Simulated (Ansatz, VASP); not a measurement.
Two plane-wave programs on CaO

File POSCAR:

```
CaO
1.0
    0.0000000000      2.3975501188      2.3975501188
    2.3975501188      0.0000000000      2.3975501188
    2.3975501188      2.3975501188      0.0000000000
Ca O
1 1
Direct
    0.0000000000      0.0000000000      0.0000000000
    0.5000000000      0.5000000000      0.5000000000
```

File INCAR.step1:

```
PREC = Accurate
ENCUT = 520
EDIFF = 1E-5
ISMEAR = 0
SIGMA = 0.01
LREAL = F
LASPH = T
NELM = 120
ALGO = Normal
ISIF = 2
LWAVE = T
LCHARG = F
GGA = PE
NBANDS = 15
GGA_COMPAT = F
```

Contents of INCAR.step2:

```
PREC = Accurate
ENCUT = 520
EDIFF = 1E-6
ISMEAR = 0
SIGMA = 0.01
LREAL = F
LASPH = T
NELM = 120
ALGO = Normal
ISIF = 2
LWAVE = F
LCHARG = F
GGA = PE
LHFCALC = T
AEXX = 1.0
HFSCREEN = 0.2078
PRECFOCK = Normal
ISTART = 1
NBANDS = 15
ALDAC = 1.0
AGGAC = 1.0
GGA_COMPAT = F
```

File KPOINTS:

```
regular mesh
0
Gamma
  4 4 4
```

Input for Ansatz:

```yaml
crystal:
  lattice:
    - [0.0, 2.3975501188, 2.3975501188]
    - [2.3975501188, 0.0, 2.3975501188]
    - [2.3975501188, 2.3975501188, 0.0]
  atoms:
    - { symbol: Ca, position: [0.0, 0.0, 0.0] }
    - { symbol: O, position: [0.5, 0.5, 0.5] }
kpoints:
  mp_grid: { grid: [4, 4, 4] }
hamiltonian:
  xc:
    exchange: pbe
    correlation: pbe
    exx: { coeff: 1.0, omega: 0.2078 }
scf:
  occupations: { method: fixed }
  n_extra_bands: 4
output:
  forces: true
  stress: true
  eigenvalues: true
```

Alike in both runs: task single point; functional PBE-based screened hybrid with a share of 1.0 of exact exchange and HFSCREEN = 0.2078; k mesh 4 × 4 × 4; no spin polarisation.

```csv
,VASP,Ansatz
version,VASP 6.6.1,Ansatz 0.2.0
potentials or method,"VASP PAW PBE potentials, release 64 (Ca_sv, O)",plane waves
plane-wave cutoff (eV),520,420
occupations,"gaussian, width 0.01 eV",fixed
valence electrons in the cell,16,16
```

Ansatz gave:

| Item | Value |
| --- | --- |
| gap on the k mesh at the Fermi level (eV) | 10.78 |
| pressure (GPa) | -6.5 |

**Question.** Estimate VASP's values.

**Answer.** gap on the k mesh at the Fermi level (eV): 10.78; pressure (GPa): -5.6.

VASP's potentials were made for PBE, not for PBE-based screened hybrid. Ansatz's warnings: stress exchange threshold loose, stress scf threshold loose.

The k mesh is coarse, so the values compare programs but aren't converged.
